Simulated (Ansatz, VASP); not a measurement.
## One calculation of LuGaP2, two programs

```
Ga P Lu
1.0
     3.76973    0.00000    0.00000
     0.00000    3.76973    0.00000
     0.00000    0.00000    5.53873
Ga P Lu
1 2 1
Direct
  0.00000 0.00000 0.00000
  0.00000 0.00000 0.50000
  0.50000 0.50000 0.00000
  0.50000 0.50000 0.50000
```

Alike in both runs: task single point; functional PBE; k mesh 6 × 6 × 4; occupations methfessel-paxton of order 1, width 0.5 eV; no spin polarisation.

```csv
,VASP,Ansatz
version,VASP 6.6.1,Ansatz 0.2.0
potentials or method,"VASP PAW PBE potentials, release 64 (Ga_d, P, Lu)",plane waves
plane-wave cutoff (eV),520,420
valence electrons in the cell,48,48
```

```tsv
	VASP	Ansatz	Ansatz less VASP
pressure (GPa)	1.5	1.2	-0.25
```

Spin-orbit coupling is off throughout.
